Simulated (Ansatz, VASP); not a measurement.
## BN in VASP and in Ansatz

```
B N
1.0
     2.54395    0.00000    0.00000
    -1.27197    2.20313    0.00000
     0.00000    0.00000    4.20782
B N
2 2
Direct
  0.33333 0.66667 0.00020
  0.66667 0.33333 0.50020
  0.33333 0.66667 0.37480
  0.66667 0.33333 0.87480
```

Alike in both runs: task single point; functional PBE; k mesh 12 × 12 × 6; occupations fermi-dirac, width 0.02 eV; no spin polarisation.

|  | VASP | Ansatz |
| --- | --- | --- |
| version | VASP 6.6.1 | Ansatz 0.2.0 |
| potentials or method | VASP PAW PBE potentials, release 64 (B, N) | plane waves, PAW |
| plane-wave cutoff (eV) | 520 | 420 |
| valence electrons in the cell | 16 | 16 |

Ansatz gave:

```
gap on the k mesh at the Fermi level (eV)                     : 5.21
pressure (GPa)                                                : 4.7
traceless stress, the component that is largest in VASP (GPa) : -0.07
rms of the force components (eV/Å)                            : 0.004
```

Task: Which values does VASP return?

Result: gap on the k mesh at the Fermi level (eV): 5.19; pressure (GPa): 4.9; traceless stress, the component that is largest in VASP (GPa): -0.11; rms of the force components (eV/Å): 0.005.

Atom by atom the forces differ by 0.001 eV/Å (rms over components).
